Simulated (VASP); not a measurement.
# CdTe (F-43m) in VASP: further runs

CdTe is run at these levels: PBEsol; tasks: single point, relaxation of cell and atoms.

Program: VASP 6.6.1. These are calculated values, not measurements. Logs are shortened: lines on timing, memory, paths and dates and some standing lists are left out, and cuts for length are marked.

### Step 1. The cell of the first run

It takes space group F-43m (No. 216, cubic). Conventional cell: a = 6.019 Å, b = 6.019 Å, c = 6.019 Å, α = 90.00°, β = 90.00°, γ = 90.00°. Within 3.4 Å of Cd (site symmetry -43m) lie 4 Te at 2.61 Å. Te (site symmetry -43m) has 4 Cd at 2.61 Å within 3.4 Å.

### Step 2. Single point, PBEsol

The input, INCAR:

```
  PREC = Accurate
  ENCUT = 500
  EDIFF = 1E-6
  ISMEAR = 0
  SIGMA = 0.01
  LREAL = F
  LASPH = T
  NELM = 120
  ALGO = Normal
  ISIF = 2
  LWAVE = F
  LCHARG = F
  GGA = PS
  NBANDS = 16
  GGA_COMPAT = F
```

The input, KPOINTS:

```
Automatic mesh
0
Gamma
  8 8 8
```

The input, POSCAR:

```
CdTe
1.0
    0.0000000000      3.0097000772      3.0097000772
    3.0097000772      0.0000000000      3.0097000772
    3.0097000772      3.0097000772      0.0000000000
Cd Te
1 1
Direct
    0.0000000000      0.0000000000      0.0000000000
    0.7500000000      0.7500000000      0.7500000000
```

Potentials or basis: VASP PAW PBE potentials, release 64 (Cd, Te).

Launch:

```console
cat potpaw_PBE.64/Cd/POTCAR potpaw_PBE.64/Te/POTCAR > POTCAR
mpirun -np 1 vasp_std > vasp.out
```

OUTCAR:

```text
PREC = Accurate
   ENCUT = 500
   EDIFF = 1E-6
   ISMEAR = 0
   LREAL = F
   LASPH = T
   NELM = 120
   ISIF = 2
   GGA = PS

 ion  position               nearest neighbor table
   1  0.000  0.000  0.000-   2 2.61   2 2.61   2 2.61   2 2.61
   2  0.750  0.750  0.750-   1 2.61   1 2.61   1 2.61   1 2.61

  LATTYP: Found a face centered cubic cell.
 ALAT       =     6.0194001544

  Lattice vectors:

 A1 = (   0.0000000000,   3.0097000772,   3.0097000772)
 A2 = (   3.0097000772,   0.0000000000,   3.0097000772)
 A3 = (   3.0097000772,   3.0097000772,   0.0000000000)

Analysis of symmetry for initial positions (statically):
=====================================================================
 Subroutine PRICEL returns:
 Original cell was already a primitive cell.

 Routine SETGRP: Setting up the symmetry group for a
 face centered cubic supercell.

 Subroutine GETGRP returns: Found 24 space group operations
 (whereof 24 operations were pure point group operations)
 out of a pool of 48 trial point group operations.

The static configuration has the point symmetry T_d .

Analysis of symmetry for dynamics (positions and initial velocities):
=====================================================================
 Subroutine PRICEL returns:
 Original cell was already a primitive cell.

 Routine SETGRP: Setting up the symmetry group for a
 face centered cubic supercell.

 Subroutine GETGRP returns: Found 24 space group operations
 (whereof 24 operations were pure point group operations)
 out of a pool of 48 trial point group operations.

The dynamic configuration has the point symmetry T_d .

 Subroutine INISYM returns: Found 24 space group operations
 (whereof 24 operations are pure point group operations),
 and found     1 'primitive' translations

----------------------------------------------------------------------------------------

                                     Primitive cell

  volume of cell :      54.5255

  direct lattice vectors                    reciprocal lattice vectors
     0.000000000  3.009700077  3.009700077    -0.166129510  0.166129510  0.166129510
     3.009700077  0.000000000  3.009700077     0.166129510 -0.166129510  0.166129510
     3.009700077  3.009700077  0.000000000     0.166129510  0.166129510 -0.166129510

  length of vectors
     4.256358668  4.256358668  4.256358668     0.287744752  0.287744752  0.287744752

  position of ions in fractional coordinates (direct lattice)
     0.000000000  0.000000000  0.000000000
     0.750000000  0.750000000  0.750000000

  ion indices of the primitive-cell ions
   primitive index   ion index
                 1           1
                 2           2

----------------------------------------------------------------------------------------

 KPOINTS: Automatic mesh

Automatic generation of k-mesh.
 Grid dimensions read from file:
 generate k-points for:    8    8    8

 Generating k-lattice:

  Cartesian coordinates                     Fractional coordinates (reciprocal lattice)
    -0.020766189  0.020766189  0.020766189     0.125000000  0.000000000  0.000000000
     0.020766189 -0.020766189  0.020766189     0.000000000  0.125000000  0.000000000
     0.020766189  0.020766189 -0.020766189     0.000000000  0.000000000  0.125000000

  Length of vectors
     0.035968094  0.035968094  0.035968094

  Shift w.r.t. Gamma in fractional coordinates (k-lattice)
     0.000000000  0.000000000  0.000000000

 Subroutine IBZKPT returns following result:
 ===========================================

 Found     29 irreducible k-points:

 Following reciprocal coordinates:
            Coordinates               Weight
  0.000000  0.000000  0.000000      1.000000
  0.125000  0.000000  0.000000      8.000000
  0.250000  0.000000  0.000000      8.000000
  0.375000  0.000000  0.000000      8.000000
  0.500000  0.000000  0.000000      4.000000
  0.125000  0.125000  0.000000      6.000000
[... 16 lines left out ...]
  0.500000  0.250000  0.125000     48.000000
 -0.375000  0.250000  0.125000     24.000000
 [... further k-points ...]
   k-points           NKPTS =     29   k-points in BZ     NKDIM =     29   number of bands    NBANDS=     16
   number of dos      NEDOS =    301   number of ions     NIONS =      2
   total plane-waves  NPLWV =  32768
   dimension x,y,z NGX =    32 NGY =   32 NGZ =   32
   dimension x,y,z NGXF=    64 NGYF=   64 NGZF=   64
   ions per type =               1   1
   NGX,Y,Z   is equivalent  to a cutoff of  12.50, 12.50, 12.50 a.u.
   NGXF,Y,Z  is equivalent  to a cutoff of  25.00, 25.00, 25.00 a.u.
 SYSTEM =  unknown system
   PREC   = accura    normal or accurate (medium, high low for compatibility)
   ISTART =      0    job   : 0-new  1-cont  2-samecut
   ICHARG =      2    charge: 1-file 2-atom 10-const
   ISPIN  =      1    spin polarized calculation?
   LNONCOLLINEAR =      F non collinear calculations
   LSORBIT =      F    spin-orbit coupling
   LASPH  =      T    aspherical Exc in radial PAW
   ENCUT  =  500.0 eV  36.75 Ry    6.06 a.u.   7.76  7.76  7.76*2*pi/ulx,y,z
   NELM   =    120;   NELMIN=  2; NELMDL= -5     # of ELM steps
   EDIFF  = 0.1E-05   stopping-criterion for ELM
   LREAL  =      F    real-space projection
   EDIFFG = 0.1E-04   stopping-criterion for IOM
   NSW    =      0    number of steps for IOM
   IBRION =     -1    ionic relax: 0-MD 1-quasi-New 2-CG
   NFREE  =      0    steps in history (QN), initial steepest desc. (CG)
   ISIF   =      2    stress and relaxation
   ISYM   =      2    0-nonsym 1-usesym 2-fastsym
   POTIM  = 0.5000    time-step for ionic-motion
   TEBEG  =    0.0;   TEEND  =   0.0 temperature during run
   PSTRESS=    0.0 pullay stress
   NELECT =      18.0000    total number of electrons
   NUPDOWN=      -1.0000    fix difference up-down
   EMIN   =  10.00;   EMAX   =-10.00  energy-range for DOS
   EFERMI =   0.00;   METHOD = LEGACY
   ISMEAR =     0;   SIGMA  =   0.01  broadening in eV -4-tet -1-fermi 0-gaus
   EFERMI_NEDOS =   21; number of points for ismear=-14 and -15
   IALGO  =     38    algorithm
   IMIX   =      4    mixing-type and parameters
     AMIX     =   0.40;   BMIX     =  1.00
     AMIX_MAG =   1.60;   BMIX_MAG =  1.00
  volume/ion in A,a.u.               =      27.26       183.98
  Fermi-wavevector in a.u.,A,eV,Ry     =   1.131442  2.138116 17.417660  1.280162
  Thomas-Fermi vector in A             =   2.268141
   LORBIT       =      0    0 simple, 1 ext, 2 COOP (PROOUT), +10 PAW based schemes
   GGA     = PS    functional components
   LHFCALC =     F    Hartree Fock is set to
   AEXX    =    0.0000 exact exchange contribution
   IVDW    =     0    specifies the selected vdW correction
   LEPSILON=     F    determine dielectric tensor
   LRPA    =     F    only Hartree local field effects (RPA)
 non-spin polarized calculation
 Gauss-broadening in eV      SIGMA  =   0.01
  energy-cutoff  :      500.00
  volume of cell :       54.53
 maximum number of plane-waves:      1411
   NGX = 15   NGY = 15   NGZ = 15

 number of electron      17.9999993 magnetization

 Free energy of the ion-electron system (eV)
  ---------------------------------------------------
  ext. energy  EPLUGINS =         0.00000000
  ---------------------------------------------------
  free energy    TOTEN  =        -4.91244476 eV

  energy without entropy =       -4.91244476  energy(sigma->0) =       -4.91244476

 E-fermi :   4.6474     XC(G=0):  -9.8006

 val. band max:        4.5491616219   @ k =   0.0000   0.0000   0.0000
 cond. band min:       5.8908323789   @ k =   0.0000   0.0000   0.0000
 fundamental gap:      1.3416707570
 Fermi energy:         4.6473742617

 k-point     1 :       0.0000    0.0000    0.0000
  band No.  band energies     occupation
      1      -8.2269      2.00000
      2      -4.7849      2.00000
      3      -4.7849      2.00000
      4      -4.7849      2.00000
      5      -4.3164      2.00000
      6      -4.3164      2.00000
[... 8 lines left out ...]
     15      14.2637      0.00000
     16      14.2637      0.00000

 k-point     2 :       0.1250    0.0000    0.0000
  band No.  band energies     occupation
      1      -8.1330      2.00000
      2      -4.7648      2.00000
      3      -4.7648      2.00000
      4      -4.7349      2.00000
      5      -4.3190      2.00000
      6      -4.3190      2.00000
[... 8 lines left out ...]
     15      13.1917      0.00000
     16      13.1917      0.00000

 k-point     3 :       0.2500    0.0000    0.0000
  band No.  band energies     occupation
      1      -7.9020      2.00000
      2      -4.7204      2.00000
      3      -4.7204      2.00000
      4      -4.5364      2.00000
      5      -4.3196      2.00000
      6      -4.3196      2.00000
[... 8 lines left out ...]
     15      12.9956      0.00000
     16      12.9956      0.00000

 k-point     4 :       0.3750    0.0000    0.0000
  band No.  band energies     occupation
      1      -7.6705      2.00000
      2      -4.6844      2.00000
      3      -4.6844      2.00000
      4      -4.3092      2.00000
      5      -4.3092      2.00000
      6      -4.1140      2.00000
[... 8 lines left out ...]
     15      14.0280      0.00000
     16      14.0280      0.00000
[... 324 lines left out ...]
 k-point    22 :       0.3750    0.2500    0.1250
  band No.  band energies     occupation
      1      -7.7318      2.00000
      2      -4.6739      2.00000
      3      -4.6507      2.00000
      4      -4.4744      2.00000
      5      -4.3080      2.00000
      6      -4.2448      2.00000
[... 8 lines left out ...]
     15      14.7980      0.00000
     16      15.4355      0.00000

 k-point    23 :       0.5000    0.2500    0.1250
  band No.  band energies     occupation
      1      -7.5515      2.00000
      2      -4.6400      2.00000
      3      -4.6189      2.00000
      4      -4.3885      2.00000
      5      -4.3030      2.00000
      6      -3.8998      2.00000
[... 8 lines left out ...]
     15      14.9136      0.00000
     16      15.6222      0.00000

 k-point    24 :      -0.3750    0.2500    0.1250
  band No.  band energies     occupation
      1      -7.4796      2.00000
      2      -4.6344      2.00000
      3      -4.6037      2.00000
      4      -4.3553      2.00000
      5      -4.3117      2.00000
      6      -3.5952      2.00000
[... 8 lines left out ...]
     15      14.7592      0.00000
     16      15.7666      0.00000

 [... further k-points ...]

------------------------ aborting loop because EDIFF is reached ----------------------------------------

  FORCE on cell =-STRESS in cart. coord.  units (eV):
  Direction    XX          YY          ZZ          XY          YZ          ZX
  --------------------------------------------------------------------------------------
  -------------------------------------------------------------------------------------
  Total        5.5828052      5.5828052      5.5828052     -0.0000000      0.0000000     -0.0000000
  in kB      164.0451515    164.0451515    164.0451515     -0.0000000      0.0000000     -0.0000000
  external PRESSURE =     164.0451515 kB  Pullay stress =       0.0000000 kB

 VOLUME and BASIS-vectors are now :
 -----------------------------------------------------------------------------
  energy-cutoff  :      500.00
  volume of cell :       54.53
      direct lattice vectors                 reciprocal lattice vectors
     0.000000000  3.009700077  3.009700077    -0.166129510  0.166129510  0.166129510
     3.009700077  0.000000000  3.009700077     0.166129510 -0.166129510  0.166129510
     3.009700077  3.009700077  0.000000000     0.166129510  0.166129510 -0.166129510

 POSITION                                       TOTAL-FORCE (eV/Angst)
 -----------------------------------------------------------------------------------
      0.00000      0.00000      0.00000        -0.000000     -0.000000     -0.000000
      4.51455      4.51455      4.51455         0.000000      0.000000      0.000000
 -----------------------------------------------------------------------------------
    total drift:                               -0.000000     -0.000000     -0.000000

  FREE ENERGIE OF THE ION-ELECTRON SYSTEM (eV)
  ---------------------------------------------------
  free  energy   TOTEN  =        -4.9124447605 eV

  energy  without entropy=       -4.9124447605  energy(sigma->0) =       -4.91244476
```

Run time: 8.3 s. Hardware: 1 thread of Intel Xeon 6975P-C (Granite Rapids), shared host; peak memory 0.18 GiB.

What came out:

| Item | Value |
| --- | --- |
| Free energy | -4.9124 eV |
| Pressure | 16.4 GPa |
| Band gap on the k mesh | 1.34 eV |

Levels at points of the mesh, in eV from the valence-band top:
```
           k point  band 5  band 6  band 7  band 8  band 9  band 10  band 11  band 12  band 13  band 14
(0.00, 0.00, 0.00)   -8.87   -8.87    0.00    0.00    0.00     1.34     4.29     4.29     4.29     7.51
(0.50, 0.00, 0.00)   -8.85   -8.31   -5.98   -1.19   -1.19     1.90     4.94     4.94     6.78     9.52
(0.50, 0.50, 0.00)   -8.81   -8.08   -5.58   -2.80   -2.80     1.89     2.36    10.09    10.19    10.19
```

Caveat: the cell stands under pressure; the PAW data sets were made with another functional, which shifts forces and pressure a little; spin-orbit coupling is left out, which moves the levels of the heavy elements.

(Continued in part 2 of 2.)
